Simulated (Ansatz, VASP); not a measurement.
# Li2O in VASP and in Ansatz

INCAR

```
SYSTEM = Li2O
PREC = Accurate
ENCUT = 750
EDIFF = 1E-6
ISMEAR = 0
SIGMA = 0.1
LREAL = .FALSE.
LASPH = .TRUE.
NELM = 120
ALGO = Normal
ISIF = 2
LWAVE = .FALSE.
LCHARG = .FALSE.
GGA = PE
IVDW = 12
NBANDS = 13
GGA_COMPAT = .FALSE.
```

File KPOINTS:

```
regular mesh
0
G
  6 6 6
  0 0 0
```

POSCAR

```
Li2O
1.0
    0.0000000000      2.3135000000      2.3135000000
    2.3135000000      0.0000000000      2.3135000000
    2.3135000000      2.3135000000      0.0000000000
Li O
2 1
Direct
    0.2500000000      0.2500000000      0.2500000000
    0.7500000000      0.7500000000      0.7500000000
    0.0000000000      0.0000000000      0.0000000000
```

Input for Ansatz:

```yaml
crystal:
  lattice:
    - [0.0, 2.3135, 2.3135]
    - [2.3135, 0.0, 2.3135]
    - [2.3135, 2.3135, 0.0]
  atoms:
    - { symbol: Li, position: [0.25, 0.25, 0.25] }
    - { symbol: Li, position: [0.75, 0.75, 0.75] }
    - { symbol: O, position: [0.0, 0.0, 0.0] }
basis:
  ecutwfc: 420
kpoints:
  mp_grid: { grid: [6, 6, 6] }
hamiltonian:
  xc: pbe
  dispersion: d3bj
  pseudopotentials: { kind: paw, azcp: { folder: soft_1 } }
scf:
  occupations: { method: gaussian, width: 0.1 }
output:
  forces: true
  stress: true
  eigenvalues: true
```

Alike in both runs: task single point; functional PBE; dispersion D3(BJ); k mesh 6 × 6 × 6; occupations gaussian, width 0.1 eV; no spin polarisation.

```csv
,VASP,Ansatz
version,VASP 6.6.1,Ansatz 0.2.0
potentials or method,"VASP PAW PBE potentials, release 64 (Li_sv, O), cutoff 750 eV","scalar-relativistic, plane waves, PAW"
valence electrons in the cell,12,12
```

```csv
,VASP,Ansatz,Ansatz less VASP
gap on the k mesh at the Fermi level (eV),4.97,4.98,+0.014
least direct gap on the mesh (eV),5.23,5.23,0.000
pressure (GPa),-5.6,-5.3,+0.29
```
